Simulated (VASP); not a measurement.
Set up this calculation in VASP 6.6.1, as the native input.

```
Task                   : relaxation of cell and atoms
Functional             : PBE
Potentials or basis    : VASP PAW PBE potentials, release 64 (Au)
Cutoff                 : 600 eV
k mesh                 : 10 × 10 × 10
Occupations            : fermi-dirac, width 0.1 eV
Spin                   : no spin polarisation
Dipole correction      : no
Further INCAR settings : ALGO = Normal; EDIFF = 1e-07; IBRION = 2; EDIFFG = -0.01; NSW = 80; ISIF = 3
```

The structure of Au lies in POSCAR:

```
Au
1.0
    0.0000000000      2.8394269867      2.8394269867
    2.8394269867      0.0000000000      2.8394269867
    2.8394269867      2.8394269867      0.0000000000
Au
2
Direct
    0.1250000000      0.1250000000      0.1250000000
    0.8750000000      0.8750000000      0.8750000000
```

The input as run:

INCAR

```
ALGO = Normal
EDIFF = 1E-7
EDIFFG = -0.01
ENCUT = 600
GGA = PE
IBRION = 2
ISIF = 3
ISMEAR = -1
LASPH = True
LCHARG = False
LREAL = False
LWAVE = False
NELM = 60
NSW = 80
PREC = Accurate
SIGMA = 0.1
```

KPOINTS

```
k-points
0
Gamma
  10 10 10
```

Potentials or basis: VASP PAW PBE potentials, release 64 (Au).

Command:

```console
$ cat potpaw_PBE.64/Au/POTCAR > POTCAR
$ mpirun -np 1 vasp_std > vasp.out
```

Results of the run:

- Relaxed volume: 29.14 Å³/atom
- Relaxed cell: a = 4.352 Å, b = 4.352 Å, c = 4.352 Å, α = 60.00°, β = 60.00°, γ = 60.00°
- Space group after relaxing (to 0.05 Å): Fd-3m (No. 227)
- Energy gained by relaxing: 391.5 meV/atom
- Ionic steps: 19
- Pressure after relaxing: 0.1 GPa
- Band gap on the k mesh: zero (band 11 reaches 3.05 eV, above the bottom of band 12 at 2.41 eV)

Caveat: the volume moved by over 15 % at a fixed basis, so the end points are rough; spin-orbit coupling is left out, which moves the levels of the heavy elements.

Run time: 110 s on 1 thread of Intel(R) Xeon(R) Platinum 8488C (Sapphire Rapids) (shared host), peak memory 0.21 GiB.
